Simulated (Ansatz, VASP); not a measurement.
Pd in VASP and in Ansatz

```
Pd
1.0
     0.00000    1.94650    1.94650
     1.94650    0.00000    1.94650
     1.94650    1.94650    0.00000
Pd
1
Direct
  0.00000 0.00000 0.00000
```

Alike in both runs: task single point; functional PBE; k mesh 12 × 12 × 12; occupations gaussian, width 0.022 eV; no spin polarisation.

```csv
,VASP,Ansatz
version,VASP 6.6.1,Ansatz 0.2.0
potentials or method,"VASP PAW PBE potentials, release 64 (Pd)",Ansatz PAW
plane-wave cutoff (eV),520,420
valence electrons in the cell,10,18
```

VASP gave:

| Item | Value |
| --- | --- |
| gap on the k mesh at the Fermi level (eV) | none |
| pressure (GPa) | 6.6 |

Task: What did Ansatz give for the same quantities?

Result: gap on the k mesh at the Fermi level (eV): none; pressure (GPa): 6.9.

A gap of «none» marks a metal or a gap that the smearing closes. The functional is the same, so the differences come from potentials, cutoffs and numerics. VASP's potentials hold 10 valence electrons a cell and Ansatz's 18, so a difference there can come from the potentials and not from the codes.
